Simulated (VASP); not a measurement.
Write the native input for VASP 6.6.1 that does the following.

```yaml
Task: single point
Functional: PBE
Potentials_or_basis: VASP PAW PBE potentials, release 64 (Cu, W_sv)
Cutoff: 520 eV
k_mesh: 6 × 6 × 4
Occupations: gaussian, width 0.1 eV
Spin: no spin polarisation
Dipole_correction: no
Further_INCAR_settings: ALGO = Normal; EDIFF = 1e-06; NBANDS = 33
```

The structure of CuW lies in POSCAR:

```
CuW
1.0
    3.5857991665      0.0000000000      0.0000000000
   -1.7928995832      3.1053931710      0.0000000000
    0.0000000000      0.0000000000      5.7285820992
Cu W
2 2
Direct
    0.3333333333      0.6666666667      0.2500000000
    0.6666666667      0.3333333333      0.7500000000
    0.0000000000      0.0000000000      0.0000000000
    0.0000000000      0.0000000000      0.5000000000
```

The cell was generated, and may not be a known phase.

The input as run:

INCAR

```
SYSTEM = CuW
PREC = Accurate ; ENCUT = 520
EDIFF = 1E-6 ; ISMEAR = 0
SIGMA = 0.1 ; LREAL = .FALSE.
LASPH = .TRUE. ; NELM = 80
ALGO = Normal ; ISIF = 2
LWAVE = .FALSE. ; LCHARG = .TRUE.
GGA = PE ; LELF = .TRUE.
LVHAR = .TRUE. ; NBANDS = 33
```

KPOINTS

```
Automatic mesh
0
G
  6 6 4
  0 0 0
```

Potentials or basis: VASP PAW PBE potentials, release 64 (Cu, W_sv).

Run with:

```sh
$ cat potpaw_PBE.64/Cu/POTCAR potpaw_PBE.64/W_sv/POTCAR > POTCAR
$ mpirun -np 1 vasp_std > vasp.out
```

It gave:

- Pressure: 0.3 GPa
- Band gap on the k mesh: zero (bands 25 and 26 overlap by 1.73 eV)

Caveat: spin-orbit coupling is left out, which moves the levels of the heavy elements.

Wall time 100 s on 1 thread of Intel Xeon 8259CL (shared host), peak memory 0.21 GiB.
